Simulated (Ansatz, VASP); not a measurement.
**HfSiO4: VASP beside Ansatz**

```xyz
12
Lattice="-3.3895 3.3895 3.0753 3.3895 -3.3895 3.0753 3.3895 3.3895 -3.0753" Properties=species:S:1:pos:R:3 pbc="T T T"
Hf    0.0000    0.0000    0.0000
Hf    0.0000    3.3895    1.5377
Si    3.3895    0.0000    1.5377
Si    0.0000    0.0000    3.0753
O     3.3895    2.1605   -1.1122
O     4.6186    0.0000    0.4255
O     2.1605    0.0000    0.4255
O     0.0000    1.2291    1.9631
O     2.1605    3.3895    1.1122
O     3.3895    1.2291    2.6499
O     3.3895   -1.2291    2.6499
O     1.2291    0.0000    4.1875
```

Change from the starting cell: hydrostatic strain +3.0%.

Alike in both runs: task single point; functional PBE; k mesh 6 × 6 × 6; occupations fermi-dirac, width 0.02 eV; no spin polarisation.

```csv
,VASP,Ansatz
version,VASP 6.6.1,Ansatz 0.2.0
potentials or method,"VASP PAW PBE potentials, release 64 (Hf_pv, Si, O)","plane waves, PAW"
plane-wave cutoff (eV),520,420
valence electrons in the cell,76,108
```

|  | VASP | Ansatz | Ansatz less VASP |
| --- | --- | --- | --- |
| gap on the k mesh at the Fermi level (eV) | 4.90 | 4.96 | +0.063 |
| pressure (GPa) | -12.7 | -11.3 | +1.34 |
| traceless stress, the component that is largest in VASP (GPa) | -2.37 | -2.54 | -0.176 |
| rms of the force components (eV/Å) | 0.202 | 0.125 | -0.0767 |

Atom by atom the forces differ by 0.077 eV/Å (rms over components). VASP's potentials hold 76 valence electrons a cell and Ansatz's 108, so a difference there can come from the potentials and not from the codes.

Neither program's run includes spin-orbit coupling.
